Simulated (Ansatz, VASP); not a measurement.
Al9H in VASP and in Ansatz

```
CELL_PARAMETERS angstrom
5.70709 0.00000 0.00000
-1.42677 9.70148 0.00000
0.00000 0.00000 22.79037
ATOMIC_POSITIONS crystal
Al 0.26622 0.06489 0.17551
Al 0.76622 0.06489 0.17551
Al 0.33548 0.34192 0.21920
Al 0.83548 0.34192 0.21920
Al 0.14933 0.59733 0.22794
Al 0.64933 0.59733 0.22794
Al 0.46318 0.85274 0.23668
Al 0.96318 0.85274 0.23668
Al 0.03198 0.12771 0.28083
Al 0.53198 0.12771 0.28083
Al 0.09979 0.40422 0.33011
Al 0.59979 0.40422 0.33011
Al 0.41440 0.65967 0.33698
Al 0.91440 0.65967 0.33698
Al 0.22631 0.91108 0.34493
Al 0.72631 0.91108 0.34493
Al 0.29624 0.18141 0.38571
Al 0.79624 0.18141 0.38571
H 0.41936 0.91108 0.41949
H 0.53325 0.91108 0.41949
```

Alike in both runs: task single point; functional PBE; k mesh 5 × 3 × 1; occupations gaussian, width 0.1 eV; no spin polarisation.

|  | VASP | Ansatz |
| --- | --- | --- |
| version | VASP 6.6.1 | Ansatz 0.2.0 |
| potentials or method | VASP PAW PBE potentials, release 64 (Al, H), cutoff 520 eV | scalar-relativistic, plane waves, PAW |
| valence electrons in the cell | 56 | 56 |

|  | VASP | Ansatz | Ansatz less VASP |
| --- | --- | --- | --- |
| gap on the k mesh at the Fermi level (eV) | none | none | - |
| rms of the force components (eV/Å) | 1.083 | 1.075 | -0.0078 |

Atom by atom the forces differ by 0.008 eV/Å (rms over components). A gap of «none» marks a metal or a gap that the smearing closes.
